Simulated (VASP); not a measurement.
Runs of VASP 6.6.1 on CoSi2. The structure is that of space group Fm-3m (No. 225), or close to it. The cells are those of the table. 

```csv
level,cell,gap on the mesh (eV),pressure (GPa),moment (μB)
BLYP+D3(BJ),"a = 3.795 Å, angles 60.0°, 3 atoms",none,-6.1,0.00
revPBE,"a = 3.780 Å, angles 60.0°, 3 atoms",none,3.2,0.00
PBEsol+D3(BJ),"a = 3.723 Å, angles 60.0°, 3 atoms",none,(a),0.00
r2SCAN,"a = 3.707 Å, angles 60.0°, 3 atoms",none,8.7,0.00
revPBE,"a = 3.855 Å, angles 60.0°, 3 atoms",none,(b),0.00
```

Alike in all rows: task single point; potentials or basis VASP PAW PBE potentials, release 64 (Co, Si); spin collinear, ferromagnetic start; k mesh 8 × 8 × 8; cutoff (eV) 520; smearing gaussian 0.05 eV.

Q: Fill in the values left out.

A: (a) 0.1; (b) -6.6.

Caveats: the PAW data sets were made with another functional, which shifts forces and pressure a little; pairwise dispersion overbinds metals, which lowers pressure and volume (some runs).

A gap of «none» marks levels without a gap at the run's occupations.
